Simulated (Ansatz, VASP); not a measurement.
Two plane-wave programs on NaCl

```
Na Cl
1.0
     0.00000    2.94502    2.94502
     2.94502    0.00000    2.94502
     2.94502    2.94502    0.00000
Na Cl
1 1
Cartesian
  0.0000 0.0000 0.0000
  2.9450 2.9450 2.9450
```

Change from the starting cell: strain +0.040 along x and y, +0.040 along z, atoms carried along.

Alike in both runs: task single point; functional PBEsol; k mesh 8 × 8 × 8; occupations gaussian, width 0.05 eV; no spin polarisation.

```csv
,VASP,Ansatz
version,VASP 6.6.1,Ansatz 0.2.0
potentials or method,"VASP PAW PBE potentials, release 64 (Na_pv, Cl), cutoff 520 eV","scalar-relativistic, plane waves, PAW"
valence electrons in the cell,14,16
```

```csv
,VASP,Ansatz,Ansatz less VASP
gap on the k mesh at the Fermi level (eV),4.50,4.51,+0.003
least direct gap on the mesh (eV),4.50,4.51,+0.003
pressure (GPa),-2.7,-2.7,+0.01
```

VASP's potentials were made for PBE, not for PBEsol. The functional is the same, so the differences come from potentials, cutoffs and numerics. VASP's potentials hold 14 valence electrons a cell and Ansatz's 16, so a difference there can come from the potentials and not from the codes.
